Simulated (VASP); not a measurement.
A run of VASP 6.6.1:

Contents of POSCAR:

```
Al16HNO23
1.0
    2.4039417622      1.3879164235      4.3742070937
   -4.8078835245      2.7758328471      8.7484141875
    0.0000000000     -5.5516656942      8.7484141875
Al O N H
16 23 1 1
Direct
    0.6452023479      0.3279700118      0.3250417843
    0.8582534846      0.4287990634      0.4237314010
    0.1490312796      0.0772218193      0.0748789928
    0.3489858012      0.1796263610      0.1778471732
    0.6601009709      0.3253857903      0.8313623424
    0.8511585276      0.4321911489      0.9292158804
    0.1441006578      0.0756576229      0.5754617171
    0.3505952345      0.1767995586      0.6750405406
    0.6419426126      0.8271934290      0.3255870213
    0.8455293661      0.9326672575      0.4251709314
    0.1450385094      0.5787087141      0.0751738125
    0.3488380612      0.6808435393      0.1761341629
    0.6441497386      0.8285052462      0.8251445722
    0.8508943458      0.9292175749      0.9270020365
    0.1392083328      0.5856859211      0.5676572998
    0.3452666649      0.6741497261      0.6809740415
    0.4408438927      0.0313776738      0.3758178230
    0.9417902294      0.1294290070      0.2782228411
    0.0550552355      0.3788258791      0.2231111875
    0.7503434823      0.2253056239      0.0308558407
    0.2534078245      0.2783395666      0.4717321996
    0.5542855179      0.4759698532      0.1267210712
    0.4425008454      0.0325542697      0.8750682130
    0.9451157354      0.1266102591      0.7807341133
    0.0605184471      0.3778049289      0.7233597128
    0.7491689575      0.2224747645      0.5281765840
    0.2509227447      0.2820208999      0.9741831657
    0.4382342080      0.5321066988      0.3736180368
    0.9404523879      0.6296308515      0.2774467099
    0.0521559538      0.8793626817      0.2228259670
    0.7473177755      0.7262882746      0.0289591750
    0.2405675427      0.7843451425      0.4712889330
    0.5538896711      0.9758141731      0.1257827875
    0.4432735109      0.5316731881      0.8791754473
    0.9344291111      0.6308955583      0.7801104251
    0.0539175014      0.8771753463      0.7233805939
    0.7403761894      0.7248297896      0.5287970808
    0.2471296058      0.7823212919      0.9734864764
    0.5530506167      0.9739737062      0.6260971015
    0.5565437088      0.4670661173      0.6290192094
    0.4488965667      0.3798208721      0.6872480959
```

File INCAR.step1:

```
PREC     = Accurate       # precision mode
ENCUT    = 520            # plane-wave cutoff, eV
ISMEAR   = -1             # smearing method
SIGMA    = 0.01           # smearing width, eV
LREAL    = Auto         
LASPH    = True           # aspherical terms in the spheres
NELM     = 80             # most SCF steps
NBANDS   = 122            # bands
GGA      = PE             # functional
ALGO     = Normal         # electronic algorithm
EDIFF    = 1E-4           # SCF threshold, eV
LWAVE    = True           # write WAVECAR
LCHARG   = False          # write CHGCAR
```

File INCAR.step2:

```
PREC     = Accurate       # precision mode
ENCUT    = 520            # plane-wave cutoff, eV
EDIFF    = 1E-6           # SCF threshold, eV
ISMEAR   = -1             # smearing method
SIGMA    = 0.01           # smearing width, eV
LREAL    = Auto         
LASPH    = True           # aspherical terms in the spheres
NELM     = 80             # most SCF steps
ALGO     = Normal         # electronic algorithm
ISIF     = 2              # what is computed and relaxed
LWAVE    = False          # write WAVECAR
LCHARG   = False          # write CHGCAR
METAGGA  = R2SCAN         # meta-GGA
LMIXTAU  = True         
NBANDS   = 122            # bands
ISTART   = 1
```

KPOINTS

```
Automatic mesh
0
Gamma
  1 1 1
  0.25 0.25 0.25
```

Potentials or basis: VASP PAW PBE potentials, release 64 (Al, O, N, H).

The run is started by

```sh
$ cat potpaw_PBE.64/Al/POTCAR potpaw_PBE.64/O/POTCAR potpaw_PBE.64/N/POTCAR potpaw_PBE.64/H/POTCAR > POTCAR
$ cp INCAR.step1 INCAR
$ mpirun -np 1 vasp_std > vasp.out
$ cp INCAR.step2 INCAR
$ mpirun -np 1 vasp_std > vasp.out
```

Hardware: 1 thread of Intel(R) Xeon(R) Platinum 8488C (Sapphire Rapids) (shared host).

Question: Estimate the wall time of this run.

Answer: It took 7.3 min on 1 thread of Intel(R) Xeon(R) Platinum 8488C (Sapphire Rapids), on a shared host, peak memory 0.63 GiB. Counts: k points 1.
